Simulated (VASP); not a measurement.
Input of a VASP 6.6.1 run:

Contents of INCAR:

```
ALGO     = Normal         # electronic algorithm
EDIFF    = 1E-6           # SCF threshold, eV
ENCUT    = 700            # plane-wave cutoff, eV
GGA      = PE             # functional
GGA_COMPAT= F            
ISIF     = 2              # what is computed and relaxed
ISMEAR   = 0              # smearing method
ISPIN    = 2              # spin polarisation
LASPH    = T              # aspherical terms in the spheres
LCHARG   = F              # write CHGCAR
LMAXMIX  = 4              # l up to which the mixer works
LORBIT   = 11             # projections on sites
LREAL    = F              # projectors in reciprocal space
LWAVE    = F              # write WAVECAR
MAGMOM   = 3 0 0 0 0 0 0 0 0 0 # initial moments
NBANDS   = 49             # bands
NELM     = 200            # most SCF steps
PREC     = Accurate       # precision mode
SIGMA    = 0.1            # smearing width, eV
```

The input KPOINTS:

```
k-points
0
Gamma
  4 4 4
```

POSCAR

```
CrPtC4N4
1.0
    5.7649318185      0.0000000000      0.0000000000
    0.0000000000      5.7649318185      0.0000000000
    0.0000000000      0.0000000000      5.7649318185
Cr Pt C N
1 1 4 4
Direct
    0.5000000000      0.5000000000      0.5000000000
    0.0000000000      0.0000000000      0.0000000000
    0.1963274626      0.1963274626      0.1963274626
    0.1963274626      0.8036725374      0.8036725374
    0.8036725374      0.1963274626      0.8036725374
    0.8036725374      0.8036725374      0.1963274626
    0.3160928523      0.3160928523      0.3160928523
    0.3160928523      0.6839071477      0.6839071477
    0.6839071477      0.3160928523      0.6839071477
    0.6839071477      0.6839071477      0.3160928523
```

Potentials or basis: VASP PAW PBE potentials, release 64 (Cr_sv, Pt_sv_GW, C, N).

The run is started by

```sh
$ cat potpaw_PBE.64/Cr_sv/POTCAR potpaw_PBE.64/Pt_sv_GW/POTCAR potpaw_PBE.64/C/POTCAR potpaw_PBE.64/N/POTCAR > POTCAR
$ mpirun -np 1 vasp_std > vasp.out
```

(1) What does it give for the site moments?

(2) What does it give for the band gap on the k mesh?

(3) Estimate the net moment.

## Answers

(1) Cr +1.64; Pt +0.05; C +0.05; N -0.04 μB.

(2) 0.28 eV (least direct gap 0.41 eV).

(3) 2.00 μB per cell.

Caveat: spin-orbit coupling is left out, which moves the levels of the heavy elements; a cell with one magnetic atom can't hold antiferromagnetic order, which such compounds often take.
